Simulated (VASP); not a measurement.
Set up this calculation in VASP 6.6.1, as the native input.

| Quantity | Value |
| --- | --- |
| Task | single point |
| Functional | PBEsol |
| Potentials or basis | VASP PAW PBE potentials, release 64 (Cd, Se) |
| Cutoff | 520 eV |
| k mesh | 8 × 8 × 8 |
| Occupations | fermi-dirac, width 0.05 eV |
| Spin | non-collinear spin, zero start, spin-orbit coupling |
| Starting moments | [[0.0, 0.0, 0.0], [0.0, 0.0, 0.0]] μB |
| Dipole correction | no |
| Further INCAR settings | ALGO = Normal; EDIFF = 1e-06; NBANDS = 30 |

The structure of CdSe lies in POSCAR:

```
CdSe
1.0
    0.0000000000      3.1304878824      3.1304878824
    3.1304878824      0.0000000000      3.1304878824
    3.1304878824      3.1304878824      0.0000000000
Cd Se
1 1
Direct
    0.0000000000      0.0000000000      0.0000000000
    0.2500000000      0.2500000000      0.2500000000
```

The input as run:

INCAR

```
SYSTEM = CdSe
PREC = Accurate
ENCUT = 520
EDIFF = 1E-6
ISMEAR = -1
SIGMA = 0.05
LREAL = .False.
LASPH = .True.
NELM = 150
ALGO = Normal
ISIF = 2
LWAVE = .False.
LCHARG = .True.
LNONCOLLINEAR = .True.
MAGMOM = 0 0 0 0 0 0
LORBIT = 11
LSORBIT = .True.
GGA_COMPAT = .False.
LORBMOM = .True.
GGA = PS
LVHAR = .True.
NBANDS = 30
```

KPOINTS

```
Automatic mesh
0
Gamma
  8 8 8
  0 0 0
```

Potentials or basis: VASP PAW PBE potentials, release 64 (Cd, Se).

The run is started by

```sh
$ cat potpaw_PBE.64/Cd/POTCAR potpaw_PBE.64/Se/POTCAR > POTCAR
$ mpirun -np 1 vasp_ncl > vasp.out
```

Results of the run:

```yaml
Pressure: -3.5 GPa
Net_moment: 0.00 μB per cell
Valence_electrons_inside_the_program's_atomic_spheres: Cd 10.26; Se 3.80
```

Caveat: the cell stands under tension; the PAW data sets were made with another functional, which shifts forces and pressure a little.

Wall time 2 min on 1 thread of Intel(R) Xeon(R) Platinum 8488C (Sapphire Rapids) (shared host), peak memory 0.44 GiB.
